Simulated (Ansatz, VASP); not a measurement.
Re: VASP beside Ansatz

```xyz
2
Lattice="2.7382 0.0000 0.0000 -1.3691 2.3714 0.0000 0.0000 0.0000 4.4151" Properties=species:S:1:pos:R:3 pbc="T T T"
Re    0.0000    1.5809    1.1038
Re    1.3691    0.7905    3.3113
```

Alike in both runs: task single point; functional LDA; k mesh 18 × 18 × 10; occupations fermi-dirac, width 0.08 eV; no spin polarisation.

|  | VASP | Ansatz |
| --- | --- | --- |
| version | VASP 6.6.1 | Ansatz 0.2.0 |
| potentials or method | VASP PAW LDA potentials, release 64 (Re), cutoff 520 eV | all-electron LAPW, scalar-relativistic |

```csv
,VASP,Ansatz,Ansatz less VASP
pressure (GPa),1.5,0.0,-1.50
"traceless stress, the component that is largest in VASP (GPa)",-0.12,0.00,+0.123
```

LDA's correlation is that of Perdew and Zunger in VASP and of Perdew and Wang (1992) in Ansatz. Ansatz ran all-electron here, and VASP with PAW potentials.

Neither program's run includes spin-orbit coupling.
